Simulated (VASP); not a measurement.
Here is a VASP 6.6.1 calculation.

INCAR

```
PREC     = Accurate       # precision mode
ENCUT    = 520            # plane-wave cutoff, eV
EDIFF    = 1E-7           # SCF threshold, eV
ISMEAR   = 0              # smearing method
SIGMA    = 0.05           # smearing width, eV
LREAL    = F              # projectors in reciprocal space
LASPH    = T              # aspherical terms in the spheres
NELM     = 100            # most SCF steps
ALGO     = Normal         # electronic algorithm
ISIF     = 2              # what is computed and relaxed
LWAVE    = F              # write WAVECAR
LCHARG   = F              # write CHGCAR
GGA      = CA             # functional
NBANDS   = 28             # bands
```

The input KPOINTS:

```
regular mesh
0
Gamma
  6 6 6
```

Contents of POSCAR:

```
CsSrF3
1.0
    4.6917983048      0.0000000000      0.0000000000
    0.0000000000      4.6917983048      0.0000000000
    0.0000000000      0.0000000000      4.7632470100
Cs Sr F
1 1 3
Direct
    0.0000000000      0.0000000000      0.0000000000
    0.5000000000      0.5000000000      0.5000000000
    0.0000000000      0.5000000000      0.5000000000
    0.5000000000      0.0000000000      0.5000000000
    0.5000000000      0.5000000000      0.0000000000
```

Potentials or basis: VASP PAW LDA potentials, release 64 (Cs_sv, Sr_sv, F).

The run is started by

```sh
$ cat potpaw_LDA.64/Cs_sv/POTCAR potpaw_LDA.64/Sr_sv/POTCAR potpaw_LDA.64/F/POTCAR > POTCAR
$ mpirun -np 1 vasp_std > vasp.out
```

Predict the pressure.

-1.7 GPa.

What does it give for the band gap on the k mesh?

6.13 eV, direct.

Stress tensor (GPa, compression positive):
```
-1.31  0.00  0.00
 0.00 -1.31  0.00
 0.00  0.00 -2.58
```

Caveat: the cell differs from its parent crystal (strain -0.015 along x and y, +0.000 along z); spin-orbit coupling is left out, which moves the levels of the heavy elements. A k mesh can miss the band edges.
